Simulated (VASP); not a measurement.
# CdSe (P4/mmm) in VASP: relaxation of cell and atoms with PBE

Aim: the relaxation of cell and atoms of CdSe with PBE.

Program: VASP 6.6.1. These are calculated values, not measurements. Logs are shortened: lines on timing, memory, paths and dates and some standing lists are left out, and cuts for length are marked.

## (1) The cell of the first run

The structure is tetragonal, space group P4/mmm (No. 123). Conventional cell: a = 2.826 Å, b = 2.826 Å, c = 6.127 Å, α = 90.00°, β = 90.00°, γ = 90.00°. Within 3.7 Å of Cd (site symmetry 4/mmm) lie 4 Cd at 2.83 Å and 2 Se at 3.06 Å. Se (site symmetry 4/mmm) has 4 Se at 2.83 Å and 2 Cd at 3.06 Å within 3.7 Å.

The cell was generated, and may not be a known phase.

## (2) Relaxation of cell and atoms, PBE

The input, INCAR:

```
ALGO     = Fast           # electronic algorithm
EDIFF    = 1E-6           # SCF threshold, eV
EDIFFG   = -0.01          # ionic threshold
ENCUT    = 600            # plane-wave cutoff, eV
GGA      = PE             # functional
IBRION   = 2              # ionic algorithm
ISIF     = 3              # what is computed and relaxed
ISMEAR   = 0              # smearing method
LASPH    = True           # aspherical terms in the spheres
LCHARG   = False          # write CHGCAR
LREAL    = False          # projectors in reciprocal space
LWAVE    = False          # write WAVECAR
NELM     = 80             # most SCF steps
NSW      = 100            # ionic steps
PREC     = Accurate       # precision mode
SIGMA    = 0.1            # smearing width, eV
```

The input, KPOINTS:

```
k-points
0
Gamma
  20 20 10
```

The input, POSCAR:

```
CdSe
1.0
    2.8257779911      0.0000000000      0.0000000000
    0.0000000000      2.8257779911      0.0000000000
    0.0000000000      0.0000000000      6.1268755841
Cd Se
1 1
Direct
    0.0000000000      0.0000000000      0.0000000000
    0.0000000000      0.0000000000      0.5000000000
```

Potentials or basis: VASP PAW PBE potentials, release 64 (Cd, Se).

The run is started by

```
> cat potpaw_PBE.64/Cd/POTCAR potpaw_PBE.64/Se/POTCAR > POTCAR
> mpirun -np 1 vasp_std > vasp.out
```

OUTCAR:

```text
EDIFF = 1E-6
   EDIFFG = -0.01
   ENCUT = 600
   GGA = PE
   IBRION = 2
   ISIF = 3
   ISMEAR = 0
   LASPH = True
   LREAL = False
   NELM = 80
   NSW = 100
   PREC = Accurate

 ion  position               nearest neighbor table
   1  0.000  0.000  0.000-   2 3.06   2 3.06
   2  0.000  0.000  0.500-   1 3.06   1 3.06

  LATTYP: Found a simple tetragonal cell.
 ALAT       =     2.8257779911
 C/A-ratio  =     2.1682084026

  Lattice vectors:

 A1 = (   2.8257779911,   0.0000000000,   0.0000000000)
 A2 = (   0.0000000000,   2.8257779911,   0.0000000000)
 A3 = (   0.0000000000,   0.0000000000,   6.1268755841)

Analysis of symmetry for initial positions (statically):
=====================================================================
 Subroutine PRICEL returns:
 Original cell was already a primitive cell.

 Routine SETGRP: Setting up the symmetry group for a
 simple tetragonal supercell.

 Subroutine GETGRP returns: Found 16 space group operations
 (whereof 16 operations were pure point group operations)
 out of a pool of 16 trial point group operations.

The static configuration has the point symmetry D_4h.

Analysis of symmetry for dynamics (positions and initial velocities):
=====================================================================
 Subroutine PRICEL returns:
 Original cell was already a primitive cell.

 Routine SETGRP: Setting up the symmetry group for a
 simple tetragonal supercell.

 Subroutine GETGRP returns: Found 16 space group operations
 (whereof 16 operations were pure point group operations)
 out of a pool of 16 trial point group operations.

The dynamic configuration has the point symmetry D_4h.

 Subroutine INISYM returns: Found 16 space group operations
 (whereof 16 operations are pure point group operations),
 and found     1 'primitive' translations

----------------------------------------------------------------------------------------

                                     Primitive cell

  volume of cell :      48.9232

  direct lattice vectors                    reciprocal lattice vectors
     2.825777991  0.000000000  0.000000000     0.353884843  0.000000000  0.000000000
     0.000000000  2.825777991  0.000000000     0.000000000  0.353884843  0.000000000
     0.000000000  0.000000000  6.126875584     0.000000000  0.000000000  0.163215327

  length of vectors
     2.825777991  2.825777991  6.126875584     0.353884843  0.353884843  0.163215327

  position of ions in fractional coordinates (direct lattice)
     0.000000000  0.000000000  0.000000000
     0.000000000  0.000000000  0.500000000

  ion indices of the primitive-cell ions
   primitive index   ion index
                 1           1
                 2           2

----------------------------------------------------------------------------------------

 KPOINTS: k-points

Automatic generation of k-mesh.
 Grid dimensions read from file:
 generate k-points for:   20   20   10

 Generating k-lattice:

  Cartesian coordinates                     Fractional coordinates (reciprocal lattice)
     0.017694242  0.000000000  0.000000000     0.050000000  0.000000000  0.000000000
     0.000000000  0.017694242  0.000000000     0.000000000  0.050000000  0.000000000
     0.000000000  0.000000000  0.016321533     0.000000000  0.000000000  0.100000000

  Length of vectors
     0.017694242  0.017694242  0.016321533

  Shift w.r.t. Gamma in fractional coordinates (k-lattice)
     0.000000000  0.000000000  0.000000000

 Subroutine IBZKPT returns following result:
 ===========================================

 Found    396 irreducible k-points:

 Following reciprocal coordinates:
            Coordinates               Weight
  0.000000  0.000000  0.000000      1.000000
  0.050000  0.000000  0.000000      4.000000
  0.100000  0.000000  0.000000      4.000000
  0.150000  0.000000  0.000000      4.000000
  0.200000  0.000000  0.000000      4.000000
  0.250000  0.000000  0.000000      4.000000
[... 16 lines left out ...]
  0.150000  0.100000  0.000000      8.000000
  0.200000  0.100000  0.000000      8.000000
 [... further k-points ...]
   k-points           NKPTS =    396   k-points in BZ     NKDIM =    396   number of bands    NBANDS=     13
   number of dos      NEDOS =    301   number of ions     NIONS =      2
   total plane-waves  NPLWV =  28800
   dimension x,y,z NGX =    24 NGY =   24 NGZ =   50
   dimension x,y,z NGXF=    48 NGYF=   48 NGZF=  100
   ions per type =               1   1
   NGX,Y,Z   is equivalent  to a cutoff of  14.12, 14.12, 13.57 a.u.
   NGXF,Y,Z  is equivalent  to a cutoff of  28.24, 28.24, 27.13 a.u.
 SYSTEM =  unknown system
   PREC   = accura    normal or accurate (medium, high low for compatibility)
   ISTART =      0    job   : 0-new  1-cont  2-samecut
   ICHARG =      2    charge: 1-file 2-atom 10-const
   ISPIN  =      1    spin polarized calculation?
   LNONCOLLINEAR =      F non collinear calculations
   LSORBIT =      F    spin-orbit coupling
   LASPH  =      T    aspherical Exc in radial PAW
   ENCUT  =  600.0 eV  44.10 Ry    6.64 a.u.   5.64  5.64 12.24*2*pi/ulx,y,z
   NELM   =     80;   NELMIN=  2; NELMDL= -5     # of ELM steps
   EDIFF  = 0.1E-05   stopping-criterion for ELM
   LREAL  =      F    real-space projection
   EDIFFG = -.1E-01   stopping-criterion for IOM
   NSW    =    100    number of steps for IOM
   IBRION =      2    ionic relax: 0-MD 1-quasi-New 2-CG
   NFREE  =      1    steps in history (QN), initial steepest desc. (CG)
   ISIF   =      3    stress and relaxation
   ISYM   =      2    0-nonsym 1-usesym 2-fastsym
   POTIM  = 0.5000    time-step for ionic-motion
   TEBEG  =    0.0;   TEEND  =   0.0 temperature during run
   PSTRESS=    0.0 pullay stress
   NELECT =      18.0000    total number of electrons
   NUPDOWN=      -1.0000    fix difference up-down
   EMIN   =  10.00;   EMAX   =-10.00  energy-range for DOS
   EFERMI =   0.00;   METHOD = LEGACY
   ISMEAR =     0;   SIGMA  =   0.10  broadening in eV -4-tet -1-fermi 0-gaus
   EFERMI_NEDOS =   21; number of points for ismear=-14 and -15
   IALGO  =     68    algorithm
   IMIX   =      4    mixing-type and parameters
     AMIX     =   0.40;   BMIX     =  1.00
     AMIX_MAG =   1.60;   BMIX_MAG =  1.00
  volume/ion in A,a.u.               =      24.46       165.08
  Fermi-wavevector in a.u.,A,eV,Ry     =   1.173079  2.216798 18.723175  1.376115
  Thomas-Fermi vector in A             =   2.309498
   LORBIT       =      0    0 simple, 1 ext, 2 COOP (PROOUT), +10 PAW based schemes
   GGA     = PE    functional components
   LHFCALC =     F    Hartree Fock is set to
   AEXX    =    0.0000 exact exchange contribution
   IVDW    =     0    specifies the selected vdW correction
   LEPSILON=     F    determine dielectric tensor
   LRPA    =     F    only Hartree local field effects (RPA)
 conjugate gradient relaxation of ions
 non-spin polarized calculation
 RMM-DIIS sequential band-by-band and
 Gauss-broadening in eV      SIGMA  =   0.10
  energy-cutoff  :      600.00
  volume of cell :       48.92
 maximum number of plane-waves:      1660
 NGX is ok and might be reduce to    24
   NGX = 11   NGY = 11   NGZ = 25

--------------------------------------- Ionic step        1  -------------------------------------------

 number of electron      18.0000007 magnetization

 Free energy of the ion-electron system (eV)
  ---------------------------------------------------
  ext. energy  EPLUGINS =         0.00000000
  ---------------------------------------------------
  free energy    TOTEN  =        -4.18209491 eV

  energy without entropy =       -4.17699057  energy(sigma->0) =       -4.17954274

------------------------ aborting loop because EDIFF is reached ----------------------------------------

  FORCE on cell =-STRESS in cart. coord.  units (eV):
  Direction    XX          YY          ZZ          XY          YZ          ZX
  --------------------------------------------------------------------------------------
  -------------------------------------------------------------------------------------
  Total        0.0778065      0.0778065     -0.1111558      0.0000000     -0.0000000     -0.0000000
  in kB        2.5480712      2.5480712     -3.6402207      0.0000000     -0.0000000     -0.0000000
  external PRESSURE =       0.4853072 kB  Pullay stress =       0.0000000 kB

 VOLUME and BASIS-vectors are now :
 -----------------------------------------------------------------------------
  energy-cutoff  :      600.00
  volume of cell :       48.92
      direct lattice vectors                 reciprocal lattice vectors
     2.825777991  0.000000000  0.000000000     0.353884843  0.000000000  0.000000000
     0.000000000  2.825777991  0.000000000     0.000000000  0.353884843  0.000000000
     0.000000000  0.000000000  6.126875584     0.000000000  0.000000000  0.163215327
[... 73 lines left out ...]
 POSITION                                       TOTAL-FORCE (eV/Angst)
 -----------------------------------------------------------------------------------
      0.00000      0.00000      0.00000         0.000000      0.000000      0.000000
     -0.00000     -0.00000      3.04987        -0.000000     -0.000000      0.000000
 -----------------------------------------------------------------------------------
    total drift:                                0.000000     -0.000000      0.000000

  FREE ENERGIE OF THE ION-ELECTRON SYSTEM (eV)
  ---------------------------------------------------
  free  energy   TOTEN  =        -4.1825474600 eV

  energy  without entropy=       -4.1774012227  energy(sigma->0) =       -4.17997434

--------------------------------------- Ionic step        4  -------------------------------------------

 number of electron      18.0000004 magnetization

 Free energy of the ion-electron system (eV)
  ---------------------------------------------------
  ext. energy  EPLUGINS =         0.00000000
  ---------------------------------------------------
  free energy    TOTEN  =        -4.18260058 eV

  energy without entropy =       -4.17742493  energy(sigma->0) =       -4.18001276

 E-fermi :   2.6975     XC(G=0):  -9.9161

 val. band max:        2.6864329535   @ k =   0.5000   0.0500   0.1000
 cond. band min:       2.7018574200   @ k =   0.3500   0.2000   0.4000
 fundamental gap:      0.0154244665
 Fermi energy:         2.6975332155

 k-point     1 :       0.0000    0.0000    0.0000
  band No.  band energies     occupation
      1     -12.0280      2.00000
      2      -6.9364      2.00000
      3      -6.4503      2.00000
      4      -5.3755      2.00000
      5      -5.3755      2.00000
      6      -5.1492      2.00000
      7      -2.7813      2.00000
      8      -2.0444      2.00000
      9       5.0684      0.00000
     10       5.0684      0.00000
     11       7.5012      0.00000
     12      11.6402      0.00000
     13      12.1659      0.00000

 k-point     2 :       0.0500    0.0000    0.0000
  band No.  band energies     occupation
      1     -11.9925      2.00000
      2      -6.9164      2.00000
      3      -6.4282      2.00000
      4      -5.3991      2.00000
      5      -5.3738      2.00000
      6      -5.1630      2.00000
      7      -2.7426      2.00000
      8      -2.0002      2.00000
      9       4.6879      0.00000
     10       5.0958      0.00000
     11       7.5481      0.00000
[... 339 lines left out ...]
 k-point    24 :       0.2000    0.1000    0.0000
  band No.  band energies     occupation
      1     -11.3418      2.00000
      2      -6.6066      2.00000
      3      -6.0414      2.00000
      4      -5.6764      2.00000
      5      -5.4319      2.00000
      6      -5.4101      2.00000
      7      -1.9378      2.00000
      8      -1.2318      2.00000
      9       1.5568      2.00000
     10       4.2179      0.00000
     11       8.3221      0.00000
     12      10.7975      0.00000
     13      12.7856      0.00000

 [... further k-points ...]

------------------------ aborting loop because EDIFF is reached ----------------------------------------

  FORCE on cell =-STRESS in cart. coord.  units (eV):
  Direction    XX          YY          ZZ          XY          YZ          ZX
  --------------------------------------------------------------------------------------
  -------------------------------------------------------------------------------------
  Total       -0.0140999     -0.0140999      0.0137632      0.0000000      0.0000000      0.0000000
  in kB       -0.4625853     -0.4625853      0.4515408      0.0000000      0.0000000      0.0000000
  external PRESSURE =      -0.1578766 kB  Pullay stress =       0.0000000 kB

 VOLUME and BASIS-vectors are now :
 -----------------------------------------------------------------------------
  energy-cutoff  :      600.00
  volume of cell :       48.84
      direct lattice vectors                 reciprocal lattice vectors
     2.833018944  0.000000000 -0.000000000     0.352980343  0.000000000  0.000000000
     0.000000000  2.833018944  0.000000000     0.000000000  0.352980343  0.000000000
    -0.000000000 -0.000000000  6.084637750     0.000000000  0.000000000  0.164348321

 POSITION                                       TOTAL-FORCE (eV/Angst)
 -----------------------------------------------------------------------------------
      0.00000      0.00000     -0.00000        -0.000000     -0.000000      0.000000
      2.83302      2.83302      3.04232         0.000000      0.000000      0.000000
 -----------------------------------------------------------------------------------
    total drift:                                0.000000      0.000000     -0.000000

  FREE ENERGIE OF THE ION-ELECTRON SYSTEM (eV)
  ---------------------------------------------------
  free  energy   TOTEN  =        -4.1826005803 eV

  energy  without entropy=       -4.1774249324  energy(sigma->0) =       -4.18001276

 reached required accuracy - stopping structural energy minimisation
```

Wall time 17 min (1 thread of Oxide Virtual Turin-like, shared host); peak memory 0.44 GiB.

Results:

```yaml
Free_energy: -4.1826 eV
Relaxed_volume: 24.42 Å³/atom
Relaxed_cell: a = 2.833 Å, b = 2.833 Å, c = 6.085 Å, α = 90.00°, β = 90.00°, γ = 90.00°
Space_group_after_relaxing_to_0.1_Å: P4/mmm (No. 123)
Energy_gained_by_relaxing: 0.3 meV/atom
Ionic_steps: 4
Pressure_after_relaxing: 0.0 GPa
Band_gap_on_the_k_mesh: zero (bands 9 and 10 overlap by 4.21 eV)
```

The path:
```
step  energy change (eV)  largest force (eV/Å)  pressure (GPa)  volume (Å³)
   1              0.0000                0.0000            0.05        48.92
   2             -0.0004                0.0000           -0.10        48.98
   3             -0.0005                0.0000           -0.16        49.01
   4             -0.0005                0.0000           -0.02        48.84
```

Final structure:
```xyz
2
Lattice="2.8330 0.0000 0.0000 0.0000 2.8330 0.0000 0.0000 0.0000 6.0846" Properties=species:S:1:pos:R:3 pbc="T T T"
Cd    0.0000    0.0000    0.0000
Se    2.8330    2.8330    3.0423
```

Levels at points of the mesh, in eV from the Fermi level:
```tsv
k point	band 5	band 6	band 7	band 8	band 9	band 10	band 11	band 12	band 13
(0.00, 0.00, 0.00)	-8.07	-7.85	-5.48	-4.74	2.37	2.37	4.80	8.94	9.47
(0.50, 0.00, 0.00)	-8.00	-7.91	-5.82	-2.47	-0.35	-0.22	3.74	4.54	8.30
(0.50, 0.50, 0.00)	-7.89	-7.37	-3.94	-3.94	-0.54	3.43	3.43	4.15	5.27
(0.00, 0.00, 0.50)	-8.07	-7.85	-6.96	-1.29	0.95	2.40	2.40	8.92	9.53
(0.50, 0.00, 0.50)	-8.13	-8.01	-5.66	-2.86	-0.93	2.06	3.76	4.74	6.85
(0.50, 0.50, 0.50)	-8.13	-7.37	-3.85	-3.85	-0.39	2.86	2.86	4.21	7.06
```
